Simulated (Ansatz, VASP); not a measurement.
**Two plane-wave programs on MgO**

```
Mg O
1.0
     0.00000    2.10217    2.10217
     2.15809    0.00000    2.10217
     2.15809    2.10217    0.00000
Mg O
1 1
Cartesian
  0.0000 0.0000 0.0000
  2.1581 2.1022 2.1022
```

Change from the starting cell: uniaxial_x strain +2.7%.

Alike in both runs: task single point; functional r2SCAN; k mesh 10 × 10 × 10; no spin polarisation.

|  | VASP | Ansatz |
| --- | --- | --- |
| version | VASP 6.6.1 | Ansatz 0.2.0 |
| potentials or method | VASP PAW PBE potentials, release 64 (Mg_sv, O) | plane waves, PAW |
| plane-wave cutoff (eV) | 750 | 500 |
| occupations | gaussian, width 0.01 eV | fixed |
| valence electrons in the cell | 16 | 16 |

Ansatz gave:

| Quantity | Value |
| --- | --- |
| gap on the k mesh at the Fermi level (eV) | 5.38 |

Task: Estimate VASP's values.

Result: gap on the k mesh at the Fermi level (eV): 5.40.

VASP's potentials were made for PBE, not for r2SCAN.
